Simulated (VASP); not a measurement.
# Au (P6_3/mmc) in VASP: notebook

Au is run at these levels: PBE; tasks: single point.

Everything below comes from runs of VASP 6.6.1. Logs are shortened: lines on timing, memory, paths and dates and some standing lists are left out, and cuts for length are marked.

### Step 1. The cell of the first run

The structure is hexagonal, space group P6_3/mmc (No. 194). The conventional cell has a = 2.794 Å, b = 2.794 Å, c = 4.681 Å, α = 90.00°, β = 90.00°, γ = 120.00°. Within 3.7 Å of Au (site symmetry -6m2) lie 12 Au at 2.79 to 2.84 Å.

### Step 2. Single point, PBE (volume scaled by 0.88)

Contents of INCAR:

```
PREC = Accurate ; ENCUT = 520
EDIFF = 1E-7 ; ISMEAR = -1
SIGMA = 0.1 ; LREAL = F
LASPH = T ; NELM = 60
ALGO = Normal ; ISIF = 2
LWAVE = F ; LCHARG = T
GGA = PE ; LELF = T
LVHAR = T ; NBANDS = 18
```

Contents of KPOINTS:

```
Automatic mesh
0
Gamma
  14 14 7
```

Contents of POSCAR:

```
Au
1.0
    2.7939999041      0.0000000000      0.0000000000
   -1.3969999520      2.4196748951      0.0000000000
    0.0000000000      0.0000000000      4.6813753791
Au
2
Direct
    0.3333333333      0.6666666667      0.2500000000
    0.6666666667      0.3333333333      0.7500000000
```

Potentials or basis: VASP PAW PBE potentials, release 64 (Au).

The run is started by

```console
> cat potpaw_PBE.64/Au/POTCAR > POTCAR
> mpirun -np 1 vasp_std > vasp.out
```

OUTCAR:

```text
PREC = Accurate
   ENCUT = 520
   EDIFF = 1E-7
   ISMEAR = -1
   LREAL = F
   LASPH = T
   NELM = 60
   ISIF = 2
   GGA = PE

 ion  position               nearest neighbor table
   1  0.333  0.667  0.250-   2 2.84   2 2.84   2 2.84   2 2.84   2 2.84   2 2.84
   2  0.667  0.333  0.750-   1 2.84   1 2.84   1 2.84   1 2.84   1 2.84   1 2.84

  LATTYP: Found a hexagonal cell.
 ALAT       =     2.7939999041
 C/A-ratio  =     1.6755102147

  Lattice vectors:

 A1 = (   2.7939999041,   0.0000000000,   0.0000000000)
 A2 = (  -1.3969999520,   2.4196748951,   0.0000000000)
 A3 = (   0.0000000000,   0.0000000000,   4.6813753791)

Analysis of symmetry for initial positions (statically):
=====================================================================
 Subroutine PRICEL returns:
 Original cell was already a primitive cell.

 Routine SETGRP: Setting up the symmetry group for a
 hexagonal supercell.

 Subroutine GETGRP returns: Found 24 space group operations
 (whereof 12 operations were pure point group operations)
 out of a pool of 24 trial point group operations.

The static configuration has the point symmetry D_3d.
 The point group associated with its full space group is D_6h.

Analysis of symmetry for dynamics (positions and initial velocities):
=====================================================================
 Subroutine PRICEL returns:
 Original cell was already a primitive cell.

 Routine SETGRP: Setting up the symmetry group for a
 hexagonal supercell.

 Subroutine GETGRP returns: Found 24 space group operations
 (whereof 12 operations were pure point group operations)
 out of a pool of 24 trial point group operations.

The dynamic configuration has the point symmetry D_3d.
 The point group associated with its full space group is D_6h.

 Subroutine INISYM returns: Found 24 space group operations
 (whereof 12 operations are pure point group operations),
 and found     1 'primitive' translations

----------------------------------------------------------------------------------------

                                     Primitive cell

  volume of cell :      31.6488

  direct lattice vectors                    reciprocal lattice vectors
     2.793999904  0.000000000  0.000000000     0.357909819  0.206639330  0.000000000
    -1.396999952  2.419674895  0.000000000     0.000000000  0.413278661  0.000000000
     0.000000000  0.000000000  4.681375379     0.000000000  0.000000000  0.213612436

  length of vectors
     2.793999904  2.793999904  4.681375379     0.413278661  0.413278661  0.213612436

  position of ions in fractional coordinates (direct lattice)
     0.333333333  0.666666667  0.250000000
     0.666666667  0.333333333  0.750000000

  ion indices of the primitive-cell ions
   primitive index   ion index
                 1           1
                 2           2

----------------------------------------------------------------------------------------

 KPOINTS: Automatic mesh

Automatic generation of k-mesh.
 Grid dimensions read from file:
 generate k-points for:   14   14    7

 Generating k-lattice:

  Cartesian coordinates                     Fractional coordinates (reciprocal lattice)
     0.025564987  0.014759952  0.000000000     0.071428571  0.000000000  0.000000000
     0.000000000  0.029519904  0.000000000     0.000000000  0.071428571  0.000000000
     0.000000000  0.000000000  0.030516062     0.000000000  0.000000000  0.142857143

  Length of vectors
     0.029519904  0.029519904  0.030516062

  Shift w.r.t. Gamma in fractional coordinates (k-lattice)
     0.000000000  0.000000000  0.000000000

 Subroutine IBZKPT returns following result:
 ===========================================

 Found     96 irreducible k-points:

 Following reciprocal coordinates:
            Coordinates               Weight
  0.000000  0.000000  0.000000      1.000000
  0.071429  0.000000  0.000000      6.000000
  0.142857  0.000000  0.000000      6.000000
  0.214286  0.000000  0.000000      6.000000
  0.285714  0.000000  0.000000      6.000000
  0.357143  0.000000  0.000000      6.000000
[... 16 lines left out ...]
  0.285714  0.285714  0.000000      6.000000
  0.357143  0.285714  0.000000      6.000000
 [... further k-points ...]
   k-points           NKPTS =     96   k-points in BZ     NKDIM =     96   number of bands    NBANDS=     18
   number of dos      NEDOS =    301   number of ions     NIONS =      2
   total plane-waves  NPLWV =  20736
   dimension x,y,z NGX =    24 NGY =   24 NGZ =   36
   dimension x,y,z NGXF=    48 NGYF=   48 NGZF=   72
   ions per type =               2
   NGX,Y,Z   is equivalent  to a cutoff of  14.28, 14.28, 12.78 a.u.
   NGXF,Y,Z  is equivalent  to a cutoff of  28.56, 28.56, 25.57 a.u.
 SYSTEM =  unknown system
   PREC   = accura    normal or accurate (medium, high low for compatibility)
   ISTART =      0    job   : 0-new  1-cont  2-samecut
   ICHARG =      2    charge: 1-file 2-atom 10-const
   ISPIN  =      1    spin polarized calculation?
   LNONCOLLINEAR =      F non collinear calculations
   LSORBIT =      F    spin-orbit coupling
   LASPH  =      T    aspherical Exc in radial PAW
   ENCUT  =  520.0 eV  38.22 Ry    6.18 a.u.   5.19  5.19  8.70*2*pi/ulx,y,z
   NELM   =     60;   NELMIN=  2; NELMDL= -5     # of ELM steps
   EDIFF  = 0.1E-06   stopping-criterion for ELM
   LREAL  =      F    real-space projection
   EDIFFG = 0.1E-05   stopping-criterion for IOM
   NSW    =      0    number of steps for IOM
   IBRION =     -1    ionic relax: 0-MD 1-quasi-New 2-CG
   NFREE  =      0    steps in history (QN), initial steepest desc. (CG)
   ISIF   =      2    stress and relaxation
   ISYM   =      2    0-nonsym 1-usesym 2-fastsym
   POTIM  = 0.5000    time-step for ionic-motion
   TEBEG  =    0.0;   TEEND  =   0.0 temperature during run
   PSTRESS=    0.0 pullay stress
   NELECT =      22.0000    total number of electrons
   NUPDOWN=      -1.0000    fix difference up-down
   EMIN   =  10.00;   EMAX   =-10.00  energy-range for DOS
   EFERMI =   0.00;   METHOD = LEGACY
   ISMEAR =    -1;   SIGMA  =   0.10  broadening in eV -4-tet -1-fermi 0-gaus
   EFERMI_NEDOS =   21; number of points for ismear=-14 and -15
   IALGO  =     38    algorithm
   IMIX   =      4    mixing-type and parameters
     AMIX     =   0.40;   BMIX     =  1.00
     AMIX_MAG =   1.60;   BMIX_MAG =  1.00
  volume/ion in A,a.u.               =      15.82       106.79
  Fermi-wavevector in a.u.,A,eV,Ry     =   1.450207  2.740495 28.614431  2.103101
  Thomas-Fermi vector in A             =   2.567846
   LORBIT       =      0    0 simple, 1 ext, 2 COOP (PROOUT), +10 PAW based schemes
   GGA     = PE    functional components
   LHFCALC =     F    Hartree Fock is set to
   AEXX    =    0.0000 exact exchange contribution
   IVDW    =     0    specifies the selected vdW correction
   LEPSILON=     F    determine dielectric tensor
   LRPA    =     F    only Hartree local field effects (RPA)
 non-spin polarized calculation
  energy-cutoff  :      520.00
  volume of cell :       31.65
 maximum number of plane-waves:       869
 NGX is ok and might be reduce to    24
   NGX = 11   NGY = 11   NGZ = 17

 number of electron      22.0000000 magnetization

 Free energy of the ion-electron system (eV)
  ---------------------------------------------------
  ext. energy  EPLUGINS =         0.00000000
  ---------------------------------------------------
  free energy    TOTEN  =        -6.12663645 eV

  energy without entropy =       -6.09756580  energy(sigma->0) =       -6.11210112

 E-fermi :  10.7740     XC(G=0): -13.1663

 val. band max:       10.7580998746   @ k =   0.4286   0.0714   0.1429
 cond. band min:      10.7844579484   @ k =   0.2857   0.1429   0.4286
 fundamental gap:      0.0263580738
 Fermi energy:        10.7740126649

 k-point     1 :       0.0000    0.0000    0.0000
  band No.  band energies     occupation
      1       0.0932      2.00000
      2       2.6496      2.00000
      3       5.4564      2.00000
      4       5.7539      2.00000
      5       5.7539      2.00000
      6       6.1160      2.00000
[... 10 lines left out ...]
     17      30.0309      0.00000
     18      30.0309      0.00000

 k-point     2 :       0.0714    0.0000    0.0000
  band No.  band energies     occupation
      1       0.2667      2.00000
      2       2.7953      2.00000
      3       5.3807      2.00000
      4       5.8133      2.00000
      5       5.8757      2.00000
      6       6.0501      2.00000
[... 10 lines left out ...]
     17      29.1387      0.00000
     18      29.1541      0.00000

 k-point     3 :       0.1429    0.0000    0.0000
  band No.  band energies     occupation
      1       0.7665      2.00000
      2       3.1817      2.00000
      3       5.1840      2.00000
      4       5.8089      2.00000
      5       6.1088      2.00000
      6       6.1783      2.00000
[... 10 lines left out ...]
     17      27.4869      0.00000
     18      28.8497      0.00000

 k-point     4 :       0.2143    0.0000    0.0000
  band No.  band energies     occupation
      1       1.5176      2.00000
      2       3.5882      2.00000
      3       5.0821      2.00000
      4       5.3813      2.00000
      5       5.6153      2.00000
      6       6.3766      2.00000
[... 375 lines left out ...]
      4       5.4986      2.00000
      5       5.5297      2.00000
      6       5.8358      2.00000
[... 10 lines left out ...]
     17      23.4236      0.00000
     18      24.7184      0.00000

 k-point    23 :       0.2857    0.2857    0.0000
  band No.  band energies     occupation
      1       3.9374      2.00000
      2       4.2744      2.00000
      3       4.5610      2.00000
      4       5.0711      2.00000
      5       5.4378      2.00000
      6       5.8265      2.00000
[... 10 lines left out ...]
     17      23.2091      0.00000
     18      23.6562      0.00000

 k-point    24 :       0.3571    0.2857    0.0000
  band No.  band energies     occupation
      1       3.9085      2.00000
      2       4.4510      2.00000
      3       4.4954      2.00000
      4       5.2084      2.00000
      5       5.5108      2.00000
      6       5.6619      2.00000
[... 10 lines left out ...]
     17      22.5172      0.00000
     18      22.6907      0.00000

 [... further k-points ...]

------------------------ aborting loop because EDIFF is reached ----------------------------------------

  FORCE on cell =-STRESS in cart. coord.  units (eV):
  Direction    XX          YY          ZZ          XY          YZ          ZX
  --------------------------------------------------------------------------------------
  -------------------------------------------------------------------------------------
  Total        5.1269903      5.1269903      4.9186165      0.0000000     -0.0000000      0.0000000
  in kB      259.5471160    259.5471160    248.9984647      0.0000000     -0.0000000      0.0000000
  external PRESSURE =     256.0308989 kB  Pullay stress =       0.0000000 kB

 VOLUME and BASIS-vectors are now :
 -----------------------------------------------------------------------------
  energy-cutoff  :      520.00
  volume of cell :       31.65
      direct lattice vectors                 reciprocal lattice vectors
     2.793999904  0.000000000  0.000000000     0.357909819  0.206639330  0.000000000
    -1.396999952  2.419674895  0.000000000     0.000000000  0.413278661  0.000000000
     0.000000000  0.000000000  4.681375379     0.000000000  0.000000000  0.213612436

 POSITION                                       TOTAL-FORCE (eV/Angst)
 -----------------------------------------------------------------------------------
     -0.00000      1.61312      1.17034         0.000000      0.000000      0.000000
      1.39700      0.80656      3.51103        -0.000000     -0.000000      0.000000
 -----------------------------------------------------------------------------------
    total drift:                               -0.000000      0.000000     -0.000000

  FREE ENERGIE OF THE ION-ELECTRON SYSTEM (eV)
  ---------------------------------------------------
  free  energy   TOTEN  =        -6.1266364466 eV

  energy  without entropy=       -6.0975658011  energy(sigma->0) =       -6.11210112
```

It took 17 s on 1 thread of Intel Xeon 6975P-C (Granite Rapids), shared host; peak memory 0.18 GiB.

What came out:

```yaml
Free_energy: -6.1266 eV
Pressure: 25.6 GPa
Band_gap_on_the_k_mesh: zero (band 11 reaches 14.43 eV, above the bottom of band 12 at 8.10 eV)
```

Levels at points of the mesh, in eV from the Fermi level:
| k point | band 7 | band 8 | band 9 | band 10 | band 11 | band 12 | band 13 | band 14 | band 15 | band 16 |
| --- | --- | --- | --- | --- | --- | --- | --- | --- | --- | --- |
| (0.00, 0.00, 0.00) | -4.66 | -3.88 | -3.88 | -2.31 | -2.31 | -1.52 | 3.09 | 14.47 | 15.74 | 16.82 |
| (0.50, 0.00, 0.00) | -4.13 | -2.02 | -1.95 | -1.74 | 0.37 | 1.75 | 5.99 | 7.57 | 7.96 | 10.53 |

Caveat: spin-orbit coupling is left out, which moves the levels of the heavy elements.

### Step 3. Single point, PBE (volume scaled by 0.92)

Contents of INCAR:

```
PREC = Accurate
ENCUT = 520
EDIFF = 1E-6
ISMEAR = -1
SIGMA = 0.1
LREAL = False
LASPH = True
NELM = 60
ALGO = Normal
ISIF = 2
LWAVE = False
LCHARG = False
GGA = PE
NBANDS = 18
```

KPOINTS is that of step 2.

Contents of POSCAR:

```
Au
1.0
    2.8357075441      0.0000000000      0.0000000000
   -1.4178537720      2.4557947709      0.0000000000
    0.0000000000      0.0000000000      4.7512569560
Au
2
Direct
    0.3333333333      0.6666666667      0.2500000000
    0.6666666667      0.3333333333      0.7500000000
```

Potentials or basis: VASP PAW PBE potentials, release 64 (Au).

The run is started by

```console
> cat potpaw_PBE.64/Au/POTCAR > POTCAR
> mpirun -np 1 vasp_std > vasp.out
```

It took 17 s on 1 thread of Intel Xeon 6975P-C (Granite Rapids), shared host; peak memory 0.18 GiB.

The run converged. Its results:

```yaml
Free_energy: -6.3066 eV
Pressure: 14.7 GPa
Band_gap_on_the_k_mesh: zero (band 11 reaches 13.49 eV, above the bottom of band 12 at 7.39 eV)
```

Stress tensor (GPa, compression positive):
```
14.93  0.00  0.00
 0.00 14.93  0.00
 0.00  0.00 14.19
```

Levels at points of the mesh, in eV from the Fermi level:
```csv
k point,band 8,band 9,band 10,band 11,band 12,band 13,band 14,band 15
"(0.00, 0.00, 0.00)",-3.70,-3.70,-2.25,-2.25,-1.28,2.86,14.54,15.76
"(0.50, 0.00, 0.00)",-1.99,-1.92,-1.72,0.36,1.64,5.86,7.41,7.61
```

Caveat: spin-orbit coupling is left out, which moves the levels of the heavy elements.
